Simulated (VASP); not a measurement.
# PbO2 (Pnnm) in VASP: notebook

Runs on PbO2. Level: PBEsol. Tasks: single point.

Program: VASP 6.6.1. These are calculated values, not measurements. Logs are shortened: lines on timing, memory, paths and dates and some standing lists are left out, and cuts for length are marked.

## (1) The cell of the first run

Symmetry: Pnnm, No. 58, orthorhombic system. The conventional cell has a = 4.922 Å, b = 5.016 Å, c = 3.424 Å, α = 90.00°, β = 90.00°, γ = 90.00°. Within 2.9 Å of Pb (site symmetry 2/m) lie 6 O at 2.16 to 2.18 Å. Within 2.9 Å of O (site symmetry m) lie 3 Pb at 2.16 to 2.18 Å and 1 O at 2.70 Å.

## (2) Single point, PBEsol (uniaxial strain along a: -1.5 %)

File INCAR:

```
PREC     = Accurate       # precision mode
ENCUT    = 520            # plane-wave cutoff, eV
EDIFF    = 1E-6           # SCF threshold, eV
ISMEAR   = 0              # smearing method
SIGMA    = 0.1            # smearing width, eV
LREAL    = False          # projectors in reciprocal space
LASPH    = True           # aspherical terms in the spheres
NELM     = 60             # most SCF steps
ALGO     = Normal         # electronic algorithm
ISIF     = 2              # what is computed and relaxed
LWAVE    = False          # write WAVECAR
LCHARG   = True           # write CHGCAR
GGA      = PS             # functional
LELF     = True           # ELF
LVHAR    = True         
NBANDS   = 35             # bands
```

File KPOINTS:

```
Automatic mesh
0
Gamma
  8 8 10
```

File POSCAR:

```
PbO2
1.0
    4.9223017899      0.0000000000      0.0000000000
    0.0000000000      5.0160004280      0.0000000000
    0.0000000000      0.0000000000      3.4243502763
Pb O
2 4
Direct
    0.0000000000      0.0000000000      0.0000000000
    0.5000000000      0.5000000000      0.5000000000
    0.3076225152      0.3076225152      0.0000000000
    0.1923774848      0.8076225152      0.5000000000
    0.6923774848      0.6923774848      0.0000000000
    0.8076225152      0.1923774848      0.5000000000
```

Potentials or basis: VASP PAW PBE potentials, release 64 (Pb_d, O).

Started as:

```console
> cat potpaw_PBE.64/Pb_d/POTCAR potpaw_PBE.64/O/POTCAR > POTCAR
> mpirun -np 1 vasp_std > vasp.out
```

OUTCAR:

```text
PREC = Accurate
   ENCUT = 520
   EDIFF = 1E-6
   ISMEAR = 0
   LREAL = False
   LASPH = True
   NELM = 60
   ISIF = 2
   GGA = PS

 ion  position               nearest neighbor table
   1  0.000  0.000  0.000-   3 2.16   5 2.16   4 2.18   6 2.18   4 2.18   6 2.18   2 3.91   2 3.91
                             2 3.91   2 3.91   2 3.91   2 3.91   2 3.91   2 3.91
   2  0.500  0.500  0.500-   4 2.16   6 2.16   5 2.18   3 2.18   3 2.18   5 2.18   1 3.91   1 3.91
                             1 3.91   1 3.91   1 3.91   1 3.91   1 3.91   1 3.91
   3  0.308  0.308  0.000-   1 2.16   2 2.18   2 2.18
   4  0.192  0.808  0.500-   2 2.16   1 2.18   1 2.18
   5  0.692  0.692  0.000-   1 2.16   2 2.18   2 2.18
   6  0.808  0.192  0.500-   2 2.16   1 2.18   1 2.18

  LATTYP: Found a simple orthorhombic cell.
 ALAT       =     3.4243502763
 B/A-ratio  =     1.4374410889
 C/A-ratio  =     1.4648035462

  Lattice vectors:

 A1 = (   0.0000000000,   0.0000000000,   3.4243502763)
 A2 = (   4.9223017899,   0.0000000000,   0.0000000000)
 A3 = (   0.0000000000,   5.0160004280,   0.0000000000)

Analysis of symmetry for initial positions (statically):
=====================================================================
 Subroutine PRICEL returns:
 Original cell was already a primitive cell.

 Routine SETGRP: Setting up the symmetry group for a
 simple orthorhombic supercell.

 Subroutine GETGRP returns: Found  8 space group operations
 (whereof  4 operations were pure point group operations)
 out of a pool of  8 trial point group operations.

The static configuration has the point symmetry C_2h.
 The point group associated with its full space group is D_2h.

Analysis of symmetry for dynamics (positions and initial velocities):
=====================================================================
 Subroutine PRICEL returns:
 Original cell was already a primitive cell.

 Routine SETGRP: Setting up the symmetry group for a
 simple orthorhombic supercell.

 Subroutine GETGRP returns: Found  8 space group operations
 (whereof  4 operations were pure point group operations)
 out of a pool of  8 trial point group operations.

The dynamic configuration has the point symmetry C_2h.
 The point group associated with its full space group is D_2h.

 Subroutine INISYM returns: Found  8 space group operations
 (whereof  4 operations are pure point group operations),
 and found     1 'primitive' translations

----------------------------------------------------------------------------------------

                                     Primitive cell

  volume of cell :      84.5481

  direct lattice vectors                    reciprocal lattice vectors
     4.922301790  0.000000000  0.000000000     0.203156987  0.000000000  0.000000000
     0.000000000  5.016000428  0.000000000     0.000000000  0.199362024  0.000000000
     0.000000000  0.000000000  3.424350276     0.000000000  0.000000000  0.292026200

  length of vectors
     4.922301790  5.016000428  3.424350276     0.203156987  0.199362024  0.292026200

  position of ions in fractional coordinates (direct lattice)
     0.000000000  0.000000000  0.000000000
     0.500000000  0.500000000  0.500000000
     0.307622515  0.307622515  0.000000000
     0.192377485  0.807622515  0.500000000
     0.692377485  0.692377485  0.000000000
     0.807622515  0.192377485  0.500000000

  ion indices of the primitive-cell ions
   primitive index   ion index
                 1           1
                 2           2
                 3           3
                 4           4
                 5           5
                 6           6

----------------------------------------------------------------------------------------

 KPOINTS: Automatic mesh

Automatic generation of k-mesh.
 Grid dimensions read from file:
 generate k-points for:    8    8   10

 Generating k-lattice:

  Cartesian coordinates                     Fractional coordinates (reciprocal lattice)
     0.025394623  0.000000000  0.000000000     0.125000000  0.000000000  0.000000000
     0.000000000  0.024920253  0.000000000     0.000000000  0.125000000  0.000000000
     0.000000000  0.000000000  0.029202620     0.000000000  0.000000000  0.100000000

  Length of vectors
     0.025394623  0.024920253  0.029202620

  Shift w.r.t. Gamma in fractional coordinates (k-lattice)
     0.000000000  0.000000000  0.000000000

 Subroutine IBZKPT returns following result:
 ===========================================

 Found    150 irreducible k-points:

 Following reciprocal coordinates:
            Coordinates               Weight
  0.000000  0.000000  0.000000      1.000000
  0.125000  0.000000  0.000000      2.000000
  0.250000  0.000000  0.000000      2.000000
  0.375000  0.000000  0.000000      2.000000
  0.500000  0.000000  0.000000      1.000000
  0.000000  0.125000  0.000000      2.000000
[... 16 lines left out ...]
  0.250000  0.500000  0.000000      2.000000
  0.375000  0.500000  0.000000      2.000000
 [... further k-points ...]
   k-points           NKPTS =    150   k-points in BZ     NKDIM =    150   number of bands    NBANDS=     35
   number of dos      NEDOS =    301   number of ions     NIONS =      6
   total plane-waves  NPLWV =  44800
   dimension x,y,z NGX =    40 NGY =   40 NGZ =   28
   dimension x,y,z NGXF=    80 NGYF=   80 NGZF=   56
   ions per type =               2   4
   NGX,Y,Z   is equivalent  to a cutoff of  13.51, 13.26, 13.59 a.u.
   NGXF,Y,Z  is equivalent  to a cutoff of  27.02, 26.51, 27.19 a.u.
 SYSTEM =  unknown system
   PREC   = accura    normal or accurate (medium, high low for compatibility)
   ISTART =      0    job   : 0-new  1-cont  2-samecut
   ICHARG =      2    charge: 1-file 2-atom 10-const
   ISPIN  =      1    spin polarized calculation?
   LNONCOLLINEAR =      F non collinear calculations
   LSORBIT =      F    spin-orbit coupling
   LASPH  =      T    aspherical Exc in radial PAW
   ENCUT  =  520.0 eV  38.22 Ry    6.18 a.u.   9.15  9.33  6.37*2*pi/ulx,y,z
   NELM   =     60;   NELMIN=  2; NELMDL= -5     # of ELM steps
   EDIFF  = 0.1E-05   stopping-criterion for ELM
   LREAL  =      F    real-space projection
   EDIFFG = 0.1E-04   stopping-criterion for IOM
   NSW    =      0    number of steps for IOM
   IBRION =     -1    ionic relax: 0-MD 1-quasi-New 2-CG
   NFREE  =      0    steps in history (QN), initial steepest desc. (CG)
   ISIF   =      2    stress and relaxation
   ISYM   =      2    0-nonsym 1-usesym 2-fastsym
   POTIM  = 0.5000    time-step for ionic-motion
   TEBEG  =    0.0;   TEEND  =   0.0 temperature during run
   PSTRESS=    0.0 pullay stress
   NELECT =      52.0000    total number of electrons
   NUPDOWN=      -1.0000    fix difference up-down
   EMIN   =  10.00;   EMAX   =-10.00  energy-range for DOS
   EFERMI =   0.00;   METHOD = LEGACY
   ISMEAR =     0;   SIGMA  =   0.10  broadening in eV -4-tet -1-fermi 0-gaus
   EFERMI_NEDOS =   21; number of points for ismear=-14 and -15
   IALGO  =     38    algorithm
   IMIX   =      4    mixing-type and parameters
     AMIX     =   0.40;   BMIX     =  1.00
     AMIX_MAG =   1.60;   BMIX_MAG =  1.00
  volume/ion in A,a.u.               =      14.09        95.09
  Fermi-wavevector in a.u.,A,eV,Ry     =   1.392220  2.630915 26.371863  1.938277
  Thomas-Fermi vector in A             =   2.515984
   LORBIT       =      0    0 simple, 1 ext, 2 COOP (PROOUT), +10 PAW based schemes
   GGA     = PS    functional components
   LHFCALC =     F    Hartree Fock is set to
   AEXX    =    0.0000 exact exchange contribution
   IVDW    =     0    specifies the selected vdW correction
   LEPSILON=     F    determine dielectric tensor
   LRPA    =     F    only Hartree local field effects (RPA)
 non-spin polarized calculation
 Gauss-broadening in eV      SIGMA  =   0.10
  energy-cutoff  :      520.00
  volume of cell :       84.55
 maximum number of plane-waves:      2300
 NGX is ok and might be reduce to    40
   NGX = 19   NGY = 19   NGZ = 13

 number of electron      52.0000003 magnetization

 Free energy of the ion-electron system (eV)
  ---------------------------------------------------
  ext. energy  EPLUGINS =         0.00000000
  ---------------------------------------------------
  free energy    TOTEN  =       -34.06137751 eV

  energy without entropy =      -34.05930143  energy(sigma->0) =      -34.06033947

 E-fermi :   4.1543     XC(G=0): -10.9133

 val. band max:        4.1483217094   @ k =   0.1250   0.0000   0.0000
 cond. band min:       4.1565899572   @ k =   0.0000   0.1250   0.0000
 fundamental gap:      0.0082682478
 Fermi energy:         4.1542776070

 k-point     1 :       0.0000    0.0000    0.0000
  band No.  band energies     occupation
      1     -14.1176      2.00000
      2     -13.9903      2.00000
      3     -12.3258      2.00000
      4     -12.2741      2.00000
      5     -11.3742      2.00000
      6     -11.1673      2.00000
[... 27 lines left out ...]
     34      15.2075      0.00000
     35      15.8140      0.00000

 k-point     2 :       0.1250    0.0000    0.0000
  band No.  band energies     occupation
      1     -14.0746      2.00000
      2     -13.9638      2.00000
      3     -12.4891      2.00000
      4     -12.3722      2.00000
      5     -11.1942      2.00000
      6     -11.1365      2.00000
[... 27 lines left out ...]
     34      15.2988      0.00000
     35      15.8319      0.00000

 k-point     3 :       0.2500    0.0000    0.0000
  band No.  band energies     occupation
      1     -13.9536      2.00000
      2     -13.8879      2.00000
      3     -12.7808      2.00000
      4     -12.6125      2.00000
      5     -11.1271      2.00000
      6     -11.1243      2.00000
[... 27 lines left out ...]
     34      15.8517      0.00000
     35      15.8800      0.00000

 k-point     4 :       0.3750    0.0000    0.0000
  band No.  band energies     occupation
      1     -13.7907      2.00000
      2     -13.7786      2.00000
      3     -13.0261      2.00000
      4     -12.8941      2.00000
      5     -11.1203      2.00000
      6     -11.1190      2.00000
[... 27 lines left out ...]
     34      16.0252      0.00000
     35      16.2833      0.00000

 k-point     5 :       0.5000    0.0000    0.0000
  band No.  band energies     occupation
      1     -13.7037      2.00000
      2     -13.7037      2.00000
      3     -13.0871      2.00000
      4     -13.0871      2.00000
      5     -11.1171      2.00000
      6     -11.1171      2.00000
[... 638 lines left out ...]
 k-point    22 :       0.1250    0.5000    0.0000
  band No.  band energies     occupation
      1     -13.7734      2.00000
      2     -13.7734      2.00000
      3     -12.9741      2.00000
      4     -12.9741      2.00000
      5     -11.1204      2.00000
      6     -11.1204      2.00000
[... 27 lines left out ...]
     34      15.6660      0.00000
     35      15.9981      0.00000

 k-point    23 :       0.2500    0.5000    0.0000
  band No.  band energies     occupation
      1     -13.8893      2.00000
      2     -13.8893      2.00000
      3     -12.7302      2.00000
      4     -12.7302      2.00000
      5     -11.1284      2.00000
      6     -11.1284      2.00000
[... 27 lines left out ...]
     34      15.6668      0.00000
     35      15.9011      0.00000

 k-point    24 :       0.3750    0.5000    0.0000
  band No.  band energies     occupation
      1     -13.9734      2.00000
      2     -13.9734      2.00000
      3     -12.4887      2.00000
      4     -12.4887      2.00000
      5     -11.1361      2.00000
      6     -11.1361      2.00000
[... 27 lines left out ...]
     34      15.6489      0.00000
     35      15.9514      0.00000

 [... further k-points ...]

------------------------ aborting loop because EDIFF is reached ----------------------------------------

  FORCE on cell =-STRESS in cart. coord.  units (eV):
  Direction    XX          YY          ZZ          XY          YZ          ZX
  --------------------------------------------------------------------------------------
  -------------------------------------------------------------------------------------
  Total        0.8168047      0.4625350      0.3910436     -0.0000000      0.0000000      0.0000000
  in kB       15.4783553      8.7649859      7.4102324     -0.0000000      0.0000000      0.0000000
  external PRESSURE =      10.5511912 kB  Pullay stress =       0.0000000 kB

 VOLUME and BASIS-vectors are now :
 -----------------------------------------------------------------------------
  energy-cutoff  :      520.00
  volume of cell :       84.55
      direct lattice vectors                 reciprocal lattice vectors
     4.922301790  0.000000000  0.000000000     0.203156987  0.000000000  0.000000000
     0.000000000  5.016000428  0.000000000     0.000000000  0.199362024  0.000000000
     0.000000000  0.000000000  3.424350276     0.000000000  0.000000000  0.292026200

 POSITION                                       TOTAL-FORCE (eV/Angst)
 -----------------------------------------------------------------------------------
      0.00000      0.00000      0.00000        -0.000000     -0.000000      0.000000
      2.46115      2.50800      1.71218        -0.000000     -0.000000      0.000000
      1.51421      1.54303      0.00000        -0.010914     -0.004687      0.000000
      0.94694      4.05103      1.71218         0.010914     -0.004687     -0.000000
      3.40809      3.47297      0.00000         0.010914      0.004687     -0.000000
      3.97536      0.96497      1.71218        -0.010914      0.004687      0.000000
 -----------------------------------------------------------------------------------
    total drift:                                0.000000     -0.000000     -0.000000

  FREE ENERGIE OF THE ION-ELECTRON SYSTEM (eV)
  ---------------------------------------------------
  free  energy   TOTEN  =       -34.0613775052 eV

  energy  without entropy=      -34.0593014318  energy(sigma->0) =      -34.06033947
```

Wall time 4.8 min (1 thread of Intel Xeon 6975P-C (Granite Rapids), shared host); peak memory 0.44 GiB.

What came out:

- Free energy: -34.0614 eV
- Pressure: 1.1 GPa
- Largest force: 0.012 eV/Å

Forces on the atoms (eV/Å):
```
Pb   0.000  0.000  0.000
Pb   0.000  0.000  0.000
O   -0.011 -0.005  0.000
O    0.011 -0.005  0.000
O    0.011  0.005  0.000
O   -0.011  0.005  0.000
```

Stress tensor (GPa, compression positive):
```
1.55 0.00 0.00
0.00 0.88 0.00
0.00 0.00 0.74
```

Levels at points of the mesh, in eV from the Fermi level:
```csv
k point,band 23,band 24,band 25,band 26,band 27,band 28,band 29,band 30
"(0.00, 0.00, 0.00)",-0.68,-0.66,-0.63,-0.59,0.06,4.14,5.65,5.71
"(0.50, 0.00, 0.00)",-0.70,-0.70,-0.43,-0.43,2.39,2.39,6.28,6.28
"(0.00, 0.50, 0.00)",-0.69,-0.69,-0.38,-0.38,2.37,2.37,6.29,6.29
"(0.50, 0.50, 0.00)",-0.71,-0.71,-0.50,-0.50,2.76,2.76,6.60,6.60
"(0.00, 0.00, 0.50)",-1.17,-1.17,-0.82,-0.82,3.70,3.70,8.76,8.76
"(0.50, 0.00, 0.50)",-0.79,-0.79,-0.21,-0.21,4.02,4.02,7.22,7.22
"(0.00, 0.50, 0.50)",-0.84,-0.84,-0.23,-0.23,4.02,4.02,7.22,7.22
"(0.50, 0.50, 0.50)",-0.71,-0.71,-0.54,-0.54,2.76,2.76,8.16,8.16
```

Caveat: the cell differs from its parent crystal (uniaxial strain along a: -1.5 %); the PAW data sets were made with another functional, which shifts forces and pressure a little; spin-orbit coupling is left out, which moves the levels of the heavy elements.

## (3) Single point, PBEsol (uniaxial strain along a: +1.5 %)

File INCAR:

```
SYSTEM = PbO2
PREC = Accurate
ENCUT = 520
EDIFF = 1E-6
ISMEAR = 0
SIGMA = 0.1
LREAL = .FALSE.
LASPH = .TRUE.
NELM = 80
ALGO = Normal
ISIF = 2
LWAVE = .FALSE.
LCHARG = .TRUE.
GGA = PS
LELF = .TRUE.
LVHAR = .TRUE.
NBANDS = 35
```

File KPOINTS:

```
regular mesh
0
G
  8 8 10
  0 0 0
```

POSCAR, as its differences from that of step 2:

```diff
@@ -2,5 +2,5 @@
 1.0
-    4.9223017899      0.0000000000      0.0000000000
-    0.0000000000      5.0160004280      0.0000000000
-    0.0000000000      0.0000000000      3.4243502763
+    5.0722196109      0.0000000000      0.0000000000
+    0.0000000000      4.9785209728      0.0000000000
+    0.0000000000      0.0000000000      3.3987635993
 Pb O
```

Potentials or basis: VASP PAW PBE potentials, release 64 (Pb_d, O).

Started as:

```console
> cat potpaw_PBE.64/Pb_d/POTCAR potpaw_PBE.64/O/POTCAR > POTCAR
> mpirun -np 1 vasp_std > vasp.out
```

It took 4.3 min on 1 thread of Intel Xeon Platinum 8488C (Sapphire Rapids), shared host; peak memory 0.45 GiB.

The run converged. Its results:

- Free energy: -34.0643 eV
- Pressure: -0.5 GPa
- Largest force: 0.006 eV/Å

Forces in eV/Å, atoms in the order of the input:
```
Pb   0.000  0.000  0.000
Pb   0.000  0.000  0.000
O    0.002 -0.006  0.000
O   -0.002 -0.006  0.000
O   -0.002  0.006  0.000
O    0.002  0.006  0.000
```

Stress tensor (GPa, compression positive):
```
-1.12  0.00  0.00
 0.00 -0.41  0.00
 0.00  0.00  0.05
```

Levels at points of the mesh, in eV from the Fermi level:
```csv
k point,band 23,band 24,band 25,band 26,band 27,band 28,band 29,band 30
"(0.00, 0.00, 0.00)",-0.67,-0.66,-0.62,-0.59,0.06,4.11,5.68,5.74
"(0.50, 0.00, 0.00)",-0.67,-0.67,-0.39,-0.39,2.25,2.25,6.33,6.33
"(0.00, 0.50, 0.00)",-0.68,-0.68,-0.44,-0.44,2.26,2.26,6.32,6.32
"(0.50, 0.50, 0.00)",-0.69,-0.69,-0.52,-0.52,2.68,2.68,6.58,6.58
"(0.00, 0.00, 0.50)",-1.14,-1.14,-0.81,-0.81,3.59,3.59,8.62,8.62
"(0.50, 0.00, 0.50)",-0.83,-0.83,-0.29,-0.29,3.89,3.89,7.05,7.05
"(0.00, 0.50, 0.50)",-0.78,-0.78,-0.26,-0.26,3.89,3.89,7.05,7.05
"(0.50, 0.50, 0.50)",-0.70,-0.70,-0.56,-0.56,2.67,2.67,8.08,8.08
```

Caveat: the cell differs from its parent crystal (uniaxial strain along a: +1.5 %); the PAW data sets were made with another functional, which shifts forces and pressure a little; spin-orbit coupling is left out, which moves the levels of the heavy elements.
